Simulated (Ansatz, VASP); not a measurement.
# Zr in VASP and in Ansatz

```
CELL_PARAMETERS angstrom
3.23200 0.00000 0.00000
-1.61600 2.79899 0.00000
0.00000 0.00000 5.14700
ATOMIC_POSITIONS crystal
Zr 0.66667 0.33333 0.75000
Zr 0.33333 0.66667 0.25000
```

Alike in both runs: task relaxation of cell and atoms; functional BLYP; k mesh 9 × 9 × 5; occupations fermi-dirac, width 0.05 eV; no spin polarisation.

|  | VASP | Ansatz |
| --- | --- | --- |
| version | VASP 6.6.1 | Ansatz 0.2.0 |
| potentials or method | VASP PAW PBE potentials, release 64 (Zr_sv) | Ansatz PAW |
| plane-wave cutoff (eV) | 600 | 420 |
| valence electrons in the cell | 24 | 24 |

Ansatz gave:

```
gap on the k mesh at the Fermi level, each at its own relaxed structure (eV) : none
relaxed volume (Å³/atom)                                                     : 24.16
relaxed cell length with the largest relative difference (Å)                 : 5.240
```

Estimate VASP's values.

gap on the k mesh at the Fermi level, each at its own relaxed structure (eV): none; relaxed volume (Å³/atom): 24.19; relaxed cell length with the largest relative difference (Å): 5.244.

VASP's potentials were made for PBE, not for BLYP. A gap of «none» marks a metal or a gap that the smearing closes.

Noted on Ansatz's run: the plane-wave basis is chosen anew once the cell has moved, so the energies of steps on either side of that aren't comparable.
